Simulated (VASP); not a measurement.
BN: relaxation of cell and atoms with PBE

Crystal: BN.

```
N B
1.0
     2.49824    0.00000    0.00000
    -1.24912    2.16354    0.00000
     0.00000    0.00000    6.63570
N B
2 2
Direct
  0.66667 0.33333 0.25000
  0.33333 0.66667 0.75000
  0.66667 0.33333 0.75000
  0.33333 0.66667 0.25000
```

| Property | Result |
| --- | --- |
| Program | VASP 6.6.1 |
| Task | relaxation of cell and atoms |
| Functional | PBE |
| Potentials or basis | VASP PAW PBE potentials, release 64 (N, B) |
| Cutoff | 600 eV |
| k mesh | 12 × 12 × 4 |
| Occupations | fermi-dirac, width 0.05 eV |
| Spin | no spin polarisation |
| Dipole correction | no |
| Further INCAR settings | ALGO = Normal; EDIFF = 1e-06; IBRION = 2; EDIFFG = -0.01; NSW = 60; ISIF = 3 |

The relaxed volume is 10.44 Å³/atom, the relaxed cell is a = 2.512 Å, b = 2.512 Å, c = 7.638 Å, α = 90.00°, β = 90.00°, γ = 120.00° and the space group after relaxing (to 0.1 Å) is P6_3/mmc (No. 194). The energy gained by relaxing is 11.6 meV/atom, the ionic steps are 10 and the pressure after relaxing is 0.0 GPa. The band gap on the k mesh is 4.47 eV (least direct gap 4.65 eV).

Step by step:
| step | energy change (eV) | largest force (eV/Å) | pressure (GPa) | volume (Å³) |
| --- | --- | --- | --- | --- |
| 1 | 0.0000 | 0.0000 | 4.99 | 35.87 |
| 2 | 0.0154 | 0.0000 | -6.41 | 37.33 |
| 3 | -0.0092 | 0.0000 | 0.44 | 36.42 |
| 4 | -0.0131 | 0.0000 | 0.40 | 36.66 |
| 5 | -0.0231 | 0.0000 | 0.34 | 37.41 |
| 6 | -0.0368 | 0.0000 | 0.27 | 38.90 |
| 7 | -0.0463 | 0.0000 | 0.25 | 41.87 |
| 8 | -0.0463 | 0.0000 | 0.26 | 41.70 |
| 9 | -0.0408 | 0.0000 | -2.90 | 42.31 |
| 10 | -0.0464 | 0.0000 | 0.00 | 41.75 |

Final structure:
```yaml
crystal:
  lattice:
    - [2.51228, 0.00000, 0.00000]
    - [-1.25614, 2.17570, 0.00000]
    - [0.00000, 0.00000, 7.63815]
  atoms:
    - { symbol: N, position: [0.66667, 0.33333, 0.25000] }
    - { symbol: N, position: [0.33333, 0.66667, 0.75000] }
    - { symbol: B, position: [0.66667, 0.33333, 0.75000] }
    - { symbol: B, position: [0.33333, 0.66667, 0.25000] }
```

Levels at points of the mesh, in eV from the valence-band top:
```tsv
k point	band 5	band 6	band 7	band 8	band 9	band 10	band 11	band 12
(0.00, 0.00, 0.00)	-1.35	-1.35	-1.34	-1.34	4.62	8.68	11.50	11.50
(0.50, 0.00, 0.00)	-4.12	-4.11	-1.12	-0.68	4.47	5.17	9.40	9.88
(0.00, 0.00, 0.50)	-1.34	-1.34	-1.34	-1.34	6.27	6.27	11.52	11.52
(0.50, 0.00, 0.50)	-4.11	-4.11	-0.90	-0.90	4.75	4.75	9.73	9.73
```

Run time: 3.8 min on 1 thread of Intel Xeon 8259CL, with other jobs on the host, peak memory 0.17 GiB.

Caveat: the volume moved by over 15 % at a fixed basis, so the end points are rough; this functional lacks dispersion, which binds the layers, so the pressure and a relaxed spacing across them are unreliable. A k mesh can miss the band edges.
